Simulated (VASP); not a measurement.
# Na: single point with PBE

Na:

```
Na
1.0
    -2.22337    2.11750    2.22337
     2.01162   -2.11750    2.01162
     2.22337    2.11750   -2.22337
Na
1
Direct
  0.00000 0.00000 0.00000
```

This cell differs from its parent crystal: strain -0.1000 x Voigt [0, 0, 0, 0, 1, 0].

```json
{
  "Program": "VASP 6.6.1",
  "Task": "single point",
  "Functional": "PBE",
  "Potentials or basis": "VASP PAW PBE potentials, release 64 (Na_pv)",
  "Cutoff": "520 eV",
  "k mesh": "16 × 16 × 16",
  "Occupations": "gaussian, width 0.15 eV",
  "Spin": "no spin polarisation"
}
```

| Item | Value |
| --- | --- |
| Pressure | -0.2 GPa |

Stress tensor (GPa, compression positive):
```
-0.20  0.00  0.63
 0.00 -0.09  0.00
 0.63  0.00 -0.20
```

Levels at points of the mesh, in eV from the Fermi level:
```csv
k point,band 1,band 2,band 3,band 4,band 5,band 6,band 7,band 8
"(0.00, 0.00, 0.00)",-24.95,-24.94,-24.94,-3.25,10.73,11.36,11.68,11.85
"(0.50, 0.00, 0.00)",-24.98,-24.95,-24.94,0.74,1.19,7.91,8.26,9.97
"(0.00, 0.50, 0.00)",-24.99,-24.96,-24.94,1.13,1.65,7.84,8.51,8.77
"(0.50, 0.00, 0.50)",-24.97,-24.95,-24.95,0.40,0.74,8.38,9.48,9.51
"(0.50, 0.50, 0.50)",-24.98,-24.97,-24.96,4.46,4.53,4.75,4.79,4.97
```

Wall time 2.1 min on 1 thread of Intel Xeon 6975P-C (shared host), peak memory 0.3 GiB.

Caveat: the cell differs from its parent crystal (strain -0.1000 x Voigt [0, 0, 0, 0, 1, 0]).
